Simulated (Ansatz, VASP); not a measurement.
GaSb in VASP and in Ansatz

```xyz
2
Lattice="0.0000 3.0046 3.0046 3.0046 0.0000 3.0046 3.0046 3.0046 0.0000" Properties=species:S:1:pos:R:3 pbc="T T T"
Ga    0.0000    0.0000    0.0000
Sb    1.5023    1.5023    1.5023
```

Change from the starting cell: hydrostatic strain -2.0%.

Alike in both runs: task single point; functional PBE; k mesh 8 × 8 × 8; occupations fermi-dirac, width 0.02 eV; no spin polarisation.

|  | VASP | Ansatz |
| --- | --- | --- |
| version | VASP 6.6.1 | Ansatz 0.2.0 |
| potentials or method | VASP PAW PBE potentials, release 64 (Ga_d, Sb_d_GW) | plane waves, PAW |
| plane-wave cutoff (eV) | 500 | 420 |
| valence electrons in the cell | 28 | 28 |

|  | VASP | Ansatz | Ansatz less VASP |
| --- | --- | --- | --- |
| pressure (GPa) | 5.7 | 5.7 | +0.02 |

Neither program's run includes spin-orbit coupling.
